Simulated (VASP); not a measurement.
Be2Se, 9 atoms in the cell. The typed cell holds 9 atoms: a = 3.523 Å, b = 3.544 Å, c = 11.268 Å, α = 90.69°, β = 91.95°, γ = 91.96°. 

- Program: VASP 6.6.1
- Task: relaxation of cell and atoms
- Functional: PBE
- Potentials or basis: VASP PAW PBE potentials, release 64 (Be, Se)
- Cutoff: 600 eV
- k mesh: 6 × 6 × 2
- Occupations: gaussian, width 0.2 eV
- Spin: no spin polarisation
- Dipole correction: no
- Further INCAR settings: ALGO = Normal; EDIFF = 1e-06; IBRION = 2; EDIFFG = -0.025; NSW = 80; ISIF = 3

Potentials or basis: VASP PAW PBE potentials, release 64 (Be, Se).

Command:

```console
$ cat potpaw_PBE.64/Be/POTCAR potpaw_PBE.64/Se/POTCAR > POTCAR
$ mpirun -np 1 vasp_std > vasp.out
```

Hardware: 1 thread of Intel(R) Xeon(R) 6975P-C (Granite Rapids), with other jobs on the host.

Question: Estimate the wall time of this run.

Answer: Run time: 17 min on 1 thread of Intel(R) Xeon(R) 6975P-C (Granite Rapids), with other jobs on the host, peak memory 0.34 GiB. Counts: scf iterations 201, k points 40, ion steps 29.
